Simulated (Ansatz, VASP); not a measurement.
# One calculation of Ga4AsN3, two programs

```
CELL_PARAMETERS angstrom
6.28780 -1.68801 0.03241
6.28780 1.68801 0.03241
-2.73361 0.00000 5.20982
ATOMIC_POSITIONS crystal
N 0.01132 0.01132 0.68127
N 0.74825 0.74825 0.08737
N 0.48937 0.48937 0.15627
Ga 0.18831 0.18831 0.88755
Ga 0.93492 0.93492 0.27206
Ga 0.66457 0.66457 0.29875
Ga 0.45987 0.45987 0.78420
As 0.25339 0.25339 0.58252
```

Alike in both runs: task single point; functional PBE; k mesh 8 × 8 × 6; occupations fermi-dirac, width 0.02 eV; no spin polarisation.

|  | VASP | Ansatz |
| --- | --- | --- |
| version | VASP 6.6.1 | Ansatz 0.2.0 |
| potentials or method | VASP PAW PBE potentials, release 64 (N, Ga_d, As) | plane waves, PAW |
| plane-wave cutoff (eV) | 520 | 420 |
| valence electrons in the cell | 72 | 82 |

|  | VASP | Ansatz | Ansatz less VASP |
| --- | --- | --- | --- |
| pressure (GPa) | 5.2 | 4.9 | -0.29 |
| rms of the force components (eV/Å) | 0.070 | 0.067 | -0.0033 |

The functional is the same, so the differences come from potentials, cutoffs and numerics. VASP's potentials hold 72 valence electrons a cell and Ansatz's 82, so a difference there can come from the potentials and not from the codes.
